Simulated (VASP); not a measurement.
# Ga (Fd-3m) in VASP: further runs

The runs below take Ga through single point, relaxation of cell and atoms, with PBE.

All numbers are computed with VASP 6.6.1; they aren't measurements. Logs are shortened: lines on timing, memory, paths and dates and some standing lists are left out, and cuts for length are marked.

**1. The cell of the first run**

It takes space group Fd-3m (No. 227, cubic). The conventional cell has a = 4.246 Å, b = 4.246 Å, c = 4.246 Å, α = 90.00°, β = 90.00°, γ = 90.00°. Within 2.4 Å of Ga (site symmetry -43m) lie 4 Ga at 1.84 Å.

**2. Single point, PBE**

INCAR

```
ALGO = Normal
EDIFF = 1E-6
ENCUT = 520
GGA = PE
ISIF = 2
ISMEAR = -1
LASPH = True
LCHARG = False
LREAL = False
LWAVE = False
NBANDS = 20
NELM = 60
PREC = Accurate
SIGMA = 0.05
```

KPOINTS

```
k-points
0
Gamma
  15 15 15
```

POSCAR

```
Ga
1.0
    0.0000000000      2.1230919068      2.1230919068
    2.1230919068      0.0000000000      2.1230919068
    2.1230919068      2.1230919068      0.0000000000
Ga
2
Direct
   -0.1250000000     -0.1250000000     -0.1250000000
    0.1250000000      0.1250000000      0.1250000000
```

Potentials or basis: VASP PAW PBE potentials, release 64 (Ga_d).

Run with:

```bash
$ cat potpaw_PBE.64/Ga_d/POTCAR > POTCAR
$ mpirun -np 1 vasp_std > vasp.out
```

OUTCAR:

```text
EDIFF = 1E-6
   ENCUT = 520
   GGA = PE
   ISIF = 2
   ISMEAR = -1
   LASPH = True
   LREAL = False
   NELM = 60
   PREC = Accurate

 ion  position               nearest neighbor table
   1  0.875  0.875  0.875-   2 1.84   2 1.84   2 1.84   2 1.84
   2  0.125  0.125  0.125-   1 1.84   1 1.84   1 1.84   1 1.84

  LATTYP: Found a face centered cubic cell.
 ALAT       =     4.2461838136

  Lattice vectors:

 A1 = (   0.0000000000,   2.1230919068,   2.1230919068)
 A2 = (   2.1230919068,   0.0000000000,   2.1230919068)
 A3 = (   2.1230919068,   2.1230919068,   0.0000000000)

Analysis of symmetry for initial positions (statically):
=====================================================================
 Subroutine PRICEL returns:
 Original cell was already a primitive cell.

 Routine SETGRP: Setting up the symmetry group for a
 face centered cubic supercell.

 Subroutine GETGRP returns: Found 48 space group operations
 (whereof 12 operations were pure point group operations)
 out of a pool of 48 trial point group operations.

The static configuration has the point symmetry D_3d.
 The point group associated with its full space group is O_h .

Analysis of symmetry for dynamics (positions and initial velocities):
=====================================================================
 Subroutine PRICEL returns:
 Original cell was already a primitive cell.

 Routine SETGRP: Setting up the symmetry group for a
 face centered cubic supercell.

 Subroutine GETGRP returns: Found 48 space group operations
 (whereof 12 operations were pure point group operations)
 out of a pool of 48 trial point group operations.

The dynamic configuration has the point symmetry D_3d.
 The point group associated with its full space group is O_h .

 Subroutine INISYM returns: Found 48 space group operations
 (whereof 12 operations are pure point group operations),
 and found     1 'primitive' translations

----------------------------------------------------------------------------------------

                                     Primitive cell

  volume of cell :      19.1398

  direct lattice vectors                    reciprocal lattice vectors
     0.000000000  2.123091907  2.123091907    -0.235505584  0.235505584  0.235505584
[... 74 lines left out ...]
   NGX,Y,Z   is equivalent  to a cutoff of  13.29, 13.29, 13.29 a.u.
   NGXF,Y,Z  is equivalent  to a cutoff of  26.58, 26.58, 26.58 a.u.
 SYSTEM =  unknown system
   PREC   = accura    normal or accurate (medium, high low for compatibility)
   ISTART =      0    job   : 0-new  1-cont  2-samecut
   ICHARG =      2    charge: 1-file 2-atom 10-const
   ISPIN  =      1    spin polarized calculation?
   LNONCOLLINEAR =      F non collinear calculations
   LSORBIT =      F    spin-orbit coupling
   LASPH  =      T    aspherical Exc in radial PAW
   ENCUT  =  520.0 eV  38.22 Ry    6.18 a.u.   5.58  5.58  5.58*2*pi/ulx,y,z
   NELM   =     60;   NELMIN=  2; NELMDL= -5     # of ELM steps
   EDIFF  = 0.1E-05   stopping-criterion for ELM
   LREAL  =      F    real-space projection
   EDIFFG = 0.1E-04   stopping-criterion for IOM
   NSW    =      0    number of steps for IOM
   IBRION =     -1    ionic relax: 0-MD 1-quasi-New 2-CG
   NFREE  =      0    steps in history (QN), initial steepest desc. (CG)
   ISIF   =      2    stress and relaxation
   ISYM   =      2    0-nonsym 1-usesym 2-fastsym
   POTIM  = 0.5000    time-step for ionic-motion
   TEBEG  =    0.0;   TEEND  =   0.0 temperature during run
   PSTRESS=    0.0 pullay stress
   NELECT =      26.0000    total number of electrons
   NUPDOWN=      -1.0000    fix difference up-down
   EMIN   =  10.00;   EMAX   =-10.00  energy-range for DOS
   EFERMI =   0.00;   METHOD = LEGACY
   ISMEAR =    -1;   SIGMA  =   0.05  broadening in eV -4-tet -1-fermi 0-gaus
   EFERMI_NEDOS =   21; number of points for ismear=-14 and -15
   IALGO  =     38    algorithm
   IMIX   =      4    mixing-type and parameters
     AMIX     =   0.40;   BMIX     =  1.00
     AMIX_MAG =   1.60;   BMIX_MAG =  1.00
  volume/ion in A,a.u.               =       9.57        64.58
  Fermi-wavevector in a.u.,A,eV,Ry     =   1.813095  3.426252 44.726600  3.287312
  Thomas-Fermi vector in A             =   2.871205
   LORBIT       =      0    0 simple, 1 ext, 2 COOP (PROOUT), +10 PAW based schemes
   GGA     = PE    functional components
   LHFCALC =     F    Hartree Fock is set to
   AEXX    =    0.0000 exact exchange contribution
   IVDW    =     0    specifies the selected vdW correction
   LEPSILON=     F    determine dielectric tensor
   LRPA    =     F    only Hartree local field effects (RPA)
 non-spin polarized calculation
  energy-cutoff  :      520.00
  volume of cell :       19.14
 maximum number of plane-waves:       533
   NGX = 11   NGY = 11   NGZ = 11

 number of electron      26.0000019 magnetization

 Free energy of the ion-electron system (eV)
  ---------------------------------------------------
  ext. energy  EPLUGINS =         0.00000000
  ---------------------------------------------------
  free energy    TOTEN  =         8.53817079 eV

  energy without entropy =        8.54323473  energy(sigma->0) =        8.54070276

 E-fermi :  13.6291     XC(G=0): -14.6482

 val. band max:       13.6274244118   @ k =   0.3333   0.2667   0.0000
 cond. band min:      13.6438227567   @ k =   0.4667   0.2000   0.0667
 fundamental gap:      0.0163983449
 Fermi energy:        13.6291463015

 k-point     1 :       0.0000    0.0000    0.0000
  band No.  band energies     occupation
      1      -4.9268      2.00000
      2      -4.9268      2.00000
      3      -4.9268      2.00000
      4      -4.9151      2.00000
      5      -4.9151      2.00000
      6      -3.8274      2.00000
[... 541 lines left out ...]
     19      30.2539      0.00000
     20      30.5918      0.00000

 [... further k-points ...]
[... 5 lines left out ...]
  --------------------------------------------------------------------------------------
  -------------------------------------------------------------------------------------
  Total       41.5160848     41.5160848     41.5160848     -0.0000000     -0.0000000      0.0000000
  in kB     3475.2863371   3475.2863371   3475.2863371     -0.0000000     -0.0000000      0.0000000
  external PRESSURE =    3475.2863371 kB  Pullay stress =       0.0000000 kB

 VOLUME and BASIS-vectors are now :
 -----------------------------------------------------------------------------
  energy-cutoff  :      520.00
  volume of cell :       19.14
      direct lattice vectors                 reciprocal lattice vectors
     0.000000000  2.123091907  2.123091907    -0.235505584  0.235505584  0.235505584
     2.123091907  0.000000000  2.123091907     0.235505584 -0.235505584  0.235505584
     2.123091907  2.123091907  0.000000000     0.235505584  0.235505584 -0.235505584

 POSITION                                       TOTAL-FORCE (eV/Angst)
 -----------------------------------------------------------------------------------
      3.71541      3.71541      3.71541         0.000000     -0.000000      0.000000
      0.53077      0.53077      0.53077        -0.000000      0.000000     -0.000000
 -----------------------------------------------------------------------------------
    total drift:                                0.000000      0.000000      0.000000

  FREE ENERGIE OF THE ION-ELECTRON SYSTEM (eV)
  ---------------------------------------------------
  free  energy   TOTEN  =         8.5381707865 eV

  energy  without entropy=        8.5432347314  energy(sigma->0) =        8.54070276
```

OSZICAR:

```text
N       E                     dE             d eps       ncg     rms          rms(c)
DAV:   1     0.135587226463E+03    0.13559E+03   -0.12455E+04  5656   0.296E+03
DAV:   2     0.171837697423E+02   -0.11840E+03   -0.11421E+03  4848   0.396E+02
DAV:   3     0.848610370247E+01   -0.86977E+01   -0.86366E+01  5372   0.929E+01
DAV:   4     0.837642358535E+01   -0.10968E+00   -0.10963E+00  5428   0.104E+01
DAV:   5     0.837460422262E+01   -0.18194E-02   -0.18193E-02  5992   0.129E+00    0.466E+00
DAV:   6     0.841385555562E+01    0.39251E-01   -0.47218E-02  5932   0.549E+00    0.271E+00
DAV:   7     0.853766191888E+01    0.12381E+00   -0.59319E-02  5756   0.482E+00    0.198E-01
DAV:   8     0.853835387199E+01    0.69195E-03   -0.25086E-02  5436   0.265E+00    0.732E-02
DAV:   9     0.853819622678E+01   -0.15765E-03   -0.18630E-03  6524   0.477E-01    0.401E-02
DAV:  10     0.853814900569E+01   -0.47221E-04   -0.70894E-05  5720   0.130E-01    0.342E-02
DAV:  11     0.853817051132E+01    0.21506E-04   -0.42840E-05  5760   0.177E-01    0.517E-03
DAV:  12     0.853817078652E+01    0.27520E-06   -0.27154E-06  4860   0.168E-02
   1 F= 0.85381708E+01 E0= 0.85407028E+01  d E =-.506394E-02
```

Wall time 29 s (1 thread of Intel Xeon Platinum 8259CL at 2.50GHz (Skylake/Cascade Lake), shared host); peak memory 0.16 GiB.

What came out:

| Quantity | Value |
| --- | --- |
| Free energy | 8.5382 eV |
| Pressure | 347.5 GPa |
| Band gap on the k mesh | zero (band 13 reaches 21.20 eV, above the bottom of band 14 at 9.35 eV) |

Levels at points of the mesh, in eV from the Fermi level:
```csv
k point,band 11,band 12,band 13,band 14,band 15,band 16
"(0.00, 0.00, 0.00)",-15.76,7.57,7.57,7.57,8.46,8.46
```

**3. Single point, PBE**

INCAR

```
PREC     = Accurate       # precision mode
ENCUT    = 520            # plane-wave cutoff, eV
EDIFF    = 1E-7           # SCF threshold, eV
ISMEAR   = -1             # smearing method
SIGMA    = 0.05           # smearing width, eV
LREAL    = False          # projectors in reciprocal space
LASPH    = True           # aspherical terms in the spheres
NELM     = 80             # most SCF steps
ALGO     = Normal         # electronic algorithm
ISIF     = 2              # what is computed and relaxed
LWAVE    = False          # write WAVECAR
LCHARG   = False          # write CHGCAR
GGA      = PE             # functional
NBANDS   = 20             # bands
```

KPOINTS

```
Automatic mesh
0
Gamma
  15 15 15
```

POSCAR

```
Ga
1.0
    0.0000000000      2.1242186162      2.1242186162
    2.1242186162      0.0000000000      2.1242186162
    2.1242186162      2.1242186162      0.0000000000
Ga
2
Direct
   -0.1250000000     -0.1250000000     -0.1250000000
    0.1250000000      0.1250000000      0.1250000000
```

Potentials or basis: VASP PAW PBE potentials, release 64 (Ga_d).

Run with:

```bash
$ cat potpaw_PBE.64/Ga_d/POTCAR > POTCAR
$ mpirun -np 1 vasp_std > vasp.out
```

Run time: 35 s. Hardware: 1 thread of Intel Xeon Platinum 8259CL at 2.50GHz (Skylake/Cascade Lake), shared host; peak memory 0.16 GiB.

Results (log left out):

* Free energy: 8.4721 eV
* Pressure: 346.3 GPa
* Band gap on the k mesh: zero (band 13 reaches 21.15 eV, above the bottom of band 14 at 9.33 eV)

Levels at points of the mesh, in eV from the Fermi level:
| k point | band 10 | band 11 | band 12 | band 13 | band 14 | band 15 | band 16 | band 17 |
| --- | --- | --- | --- | --- | --- | --- | --- | --- |
| (0.00, 0.00, 0.00) | -15.76 | -15.76 | 7.55 | 7.55 | 7.55 | 8.45 | 8.45 | 8.45 |

**4. Relaxation of cell and atoms, PBE, target pressure 330 GPa, at which the enthalpy is minimised**

This run uses another cell than the first one, of 8.41 Å³/atom, 0.878 times its volume.

INCAR

```
ALGO     = Normal         # electronic algorithm
EDIFF    = 1E-7           # SCF threshold, eV
EDIFFG   = -0.005         # ionic threshold
ENCUT    = 600            # plane-wave cutoff, eV
GGA      = PE             # functional
IBRION   = 2              # ionic algorithm
ISIF     = 3              # what is computed and relaxed
ISMEAR   = -1             # smearing method
LASPH    = T              # aspherical terms in the spheres
LCHARG   = F              # write CHGCAR
LREAL    = F              # projectors in reciprocal space
LWAVE    = F              # write WAVECAR
NELM     = 60             # most SCF steps
NSW      = 60             # ionic steps
PREC     = Accurate       # precision mode
PSTRESS  = 3300.0       
SIGMA    = 0.05           # smearing width, eV
```

KPOINTS

```
k-points
0
Gamma
  15 15 15
```

POSCAR

```
Ga
1.0
    0.0000000000      2.0332054101      2.0332054101
    2.0332054101      0.0000000000      2.0332054101
    2.0332054101      2.0332054101      0.0000000000
Ga
2
Direct
   -0.1250000000     -0.1250000000     -0.1250000000
    0.1250000000      0.1250000000      0.1250000000
```

Run with:

```bash
$ cat potpaw_PBE.64/Ga_d/POTCAR > POTCAR
$ mpirun -np 1 vasp_std > vasp.out
```

It took 1.8 min on 1 thread of Intel Xeon Platinum 8488C (Sapphire Rapids), shared host; peak memory 0.16 GiB.

It converged, with:

```
Free energy                                            : 7.8778 eV
Relaxed volume                                         : 9.73 Å³/atom
Relaxed cell                                           : a = 3.019 Å, b = 3.019 Å, c = 3.019 Å, α = 60.00°, β = 60.00°, γ = 60.00°
Space group after relaxing (to 0.05 Å)                 : Fd-3m (No. 227)
Energy change on relaxing (the enthalpy is what falls) : -3446.0 meV/atom
Ionic steps                                            : 5
Pressure after relaxing                                : 330.1 GPa
Band gap on the k mesh                                 : zero (band 13 reaches 20.77 eV, above the bottom of band 14 at 9.14 eV)
```

The path:
```
step  energy change (eV)  largest force (eV/Å)  pressure (GPa)  volume (Å³)
   1              0.0000                0.0000          522.05        16.81
   2            -19.9179                0.0000           -3.74        55.17
   3            -11.3428                0.0000          211.88        22.13
   4             -7.2522                0.0000          320.31        19.63
   5             -6.8921                0.0000          330.06        19.45
```

Final structure:
```
CELL_PARAMETERS angstrom
0.00000 2.13459 2.13459
2.13459 0.00000 2.13459
2.13459 2.13459 0.00000
ATOMIC_POSITIONS crystal
Ga 0.87500 0.87500 0.87500
Ga 0.12500 0.12500 0.12500
```

Levels at points of the mesh, in eV from the Fermi level:
| k point | band 9 | band 10 | band 11 | band 12 | band 13 | band 14 | band 15 | band 16 | band 17 |
| --- | --- | --- | --- | --- | --- | --- | --- | --- | --- |
| (0.00, 0.00, 0.00) | -16.50 | -15.70 | -15.70 | 7.44 | 7.44 | 7.44 | 8.38 | 8.38 | 8.38 |

Caveat: the cell is relaxed towards a set pressure, so the enthalpy falls and the energy may rise; the volume moved by over 15 % at a fixed basis, so the end points are rough.

**5. Relaxation of cell and atoms, PBE, target pressure 330 GPa, at which the enthalpy is minimised**

INCAR

```
PREC     = Accurate       # precision mode
ENCUT    = 600            # plane-wave cutoff, eV
EDIFF    = 1E-6           # SCF threshold, eV
ISMEAR   = -1             # smearing method
SIGMA    = 0.05           # smearing width, eV
LREAL    = F              # projectors in reciprocal space
LASPH    = T              # aspherical terms in the spheres
NELM     = 100            # most SCF steps
ALGO     = Normal         # electronic algorithm
ISIF     = 3              # what is computed and relaxed
LWAVE    = F              # write WAVECAR
LCHARG   = F              # write CHGCAR
GGA      = PE             # functional
IBRION   = 2              # ionic algorithm
NSW      = 32             # ionic steps
EDIFFG   = -0.005         # ionic threshold
PSTRESS  = 3300.0
```

KPOINTS

```
regular mesh
0
Gamma
  15 15 15
```

POSCAR

```
Ga
1.0
    0.0000000000      2.1230919068      2.1230919068
    2.1230919068      0.0000000000      2.1230919068
    2.1230919068      2.1230919068      0.0000000000
Ga
2
Direct
   -0.1250000000     -0.1250000000     -0.1250000000
    0.1250000000      0.1250000000      0.1250000000
```

Run with:

```bash
$ cat potpaw_PBE.64/Ga_d/POTCAR > POTCAR
$ mpirun -np 1 vasp_std > vasp.out
```

Run time: 86 s. Hardware: 1 thread of Intel Xeon Platinum 8488C (Sapphire Rapids), shared host; peak memory 0.17 GiB.

The run converged. Its results:

* Free energy: 7.8767 eV
* Relaxed volume: 9.73 Å³/atom
* Relaxed cell: a = 3.019 Å, b = 3.019 Å, c = 3.019 Å, α = 60.00°, β = 60.00°, γ = 60.00°
* Space group after relaxing (to 0.05 Å): Fd-3m (No. 227)
* Energy change on relaxing (the enthalpy is what falls): -330.6 meV/atom
* Ionic steps: 4
* Pressure after relaxing: 330.1 GPa
* Band gap on the k mesh: zero (band 13 reaches 20.77 eV, above the bottom of band 14 at 9.14 eV)

Step by step:
```csv
step,energy change (eV),largest force (eV/Å),pressure (GPa),volume (Å³)
1,0.0000,0.0000,347.51,19.14
2,-5.1835,0.0000,210.01,22.19
3,-0.6993,0.0000,328.99,19.47
4,-0.6612,0.0000,330.05,19.45
```

Final structure:
```cif
data_structure
_symmetry_space_group_name_H-M 'P 1'
_symmetry_Int_Tables_number 1
_cell_length_a 3.0188
_cell_length_b 3.0188
_cell_length_c 3.0188
_cell_angle_alpha 60.000
_cell_angle_beta 60.000
_cell_angle_gamma 60.000
_cell_volume 19.45
loop_
_atom_site_label
_atom_site_type_symbol
_atom_site_fract_x
_atom_site_fract_y
_atom_site_fract_z
_atom_site_occupancy
Ga1 Ga 0.87500 0.87500 0.87500 1
Ga2 Ga 0.12500 0.12500 0.12500 1
```

Levels at points of the mesh, in eV from the Fermi level:
```tsv
k point	band 10	band 11	band 12	band 13	band 14	band 15	band 16	band 17
(0.00, 0.00, 0.00)	-15.70	-15.70	7.44	7.44	7.44	8.38	8.38	8.38
```

Caveat: the cell is relaxed towards a set pressure, so the enthalpy falls and the energy may rise.

**6. Overview**

```csv
task,cell,cutoff (eV),gap on the mesh (eV),pressure (GPa)
single point,"a = 3.003 Å, angles 60.0°, 2 atoms",520,none,347.5
single point,"a = 3.004 Å, angles 60.0°, 2 atoms",520,none,346.3
relaxation of cell and atoms,"relaxed to 330 GPa from a = 2.875 Å, angles 60.0°, 2 atoms",600,none,330.1
relaxation of cell and atoms,"relaxed to 330 GPa from a = 3.003 Å, angles 60.0°, 2 atoms",600,none,330.1
```

Alike in all rows: level PBE; potentials or basis VASP PAW PBE potentials, release 64 (Ga_d); no spin polarisation; k mesh 15 × 15 × 15; smearing fermi-dirac 0.05 eV.

Caveats: the cell is relaxed towards a set pressure, so the enthalpy falls and the energy may rise (some runs); the volume moved by over 15 % at a fixed basis, so the end points are rough (some runs).

Total energies depend on the potentials used, so only differences within one code and one set of settings carry meaning.
